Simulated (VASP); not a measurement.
A run of VASP 6.6.1 is set up as follows.

The input INCAR:

```
PREC = Accurate
ENCUT = 520
EDIFF = 1E-7
ISMEAR = -1
SIGMA = 0.05
LREAL = F
LASPH = T
NELM = 150
ALGO = Fast
ISIF = 2
LWAVE = F
LCHARG = F
ISPIN = 2
MAGMOM = 1 1 1 0
LORBIT = 11
LMAXMIX = 4
GGA = PE
NBANDS = 28
```

Contents of KPOINTS:

```
regular mesh
0
Gamma
  7 7 6
```

The input POSCAR:

```
AlNi3
1.0
    3.3821325376      0.0000000000      0.0000000000
    0.0000000000      3.3821325376      0.0000000000
    0.0000000000      0.0000000000      3.5230547267
Ni Al
3 1
Direct
    0.5000000000      0.5000000000      0.0000000000
    0.5000000000      0.0000000000      0.5000000000
    0.0000000000      0.5000000000      0.5000000000
    0.0000000000      0.0000000000      0.0000000000
```

Potentials or basis: VASP PAW PBE potentials, release 64 (Ni, Al).

Run with:

```sh
$ cat potpaw_PBE.64/Ni/POTCAR potpaw_PBE.64/Al/POTCAR > POTCAR
$ mpirun -np 1 vasp_std > vasp.out
```

Estimate the pressure.

28.1 GPa.

What does it give for the net moment?

0.57 μB per cell.

Stress tensor (GPa, compression positive):
```
29.98  0.00  0.00
 0.00 29.98  0.00
 0.00  0.00 24.48
```

Caveat: the stress differs along the axes, from 24 to 30 GPa.
